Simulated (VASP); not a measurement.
A run of VASP 6.6.1:

The input INCAR:

```
SYSTEM = WS2
PREC = Accurate
ENCUT = 520
EDIFF = 1E-6
ISMEAR = 0
SIGMA = 0.05
LREAL = .False.
LASPH = .True.
NELM = 80
ALGO = Normal
ISIF = 2
LWAVE = .False.
LCHARG = .False.
LDIPOL = .True.
IDIPOL = 3
DIPOL = 0.5 0.5 0.390
GGA = PE
IVDW = 12
NBANDS = 35
```

Contents of KPOINTS:

```
regular mesh
0
Gamma
  9 9 1
  0 0 0
```

File POSCAR:

```
WS2
1.0
    3.1595456682      0.0000000000      0.0000000000
   -1.5797728341      2.7362468131      0.0000000000
    0.0000000000      0.0000000000     23.8042574330
S W
4 2
Direct
    0.3333333333      0.6666666667      0.1890418137
    0.3333333333      0.6666666667      0.3214605092
    0.5000000000      1.3333333333      0.4575706151
    0.5000000000      1.3333333333      0.5899893106
    0.6666666667      0.3333333333      0.2552511584
    0.8333333333      1.0000000000      0.5237799598
```

Potentials or basis: VASP PAW PBE potentials, release 64 (S, W_sv).

Run with:

```bash
$ cat potpaw_PBE.64/S/POTCAR potpaw_PBE.64/W_sv/POTCAR > POTCAR
$ mpirun -np 1 vasp_std > vasp.out
```

Hardware: 1 thread of Intel(R) Xeon(R) Platinum 8259CL CPU @ 2.50GHz (Skylake/Cascade Lake) (shared host).

How long does it take, and how much memory?

Wall time 6.2 min on 1 thread of Intel(R) Xeon(R) Platinum 8259CL CPU @ 2.50GHz (Skylake/Cascade Lake), on a shared host, peak memory 0.45 GiB. Counts: scf iterations 23, k points 41.
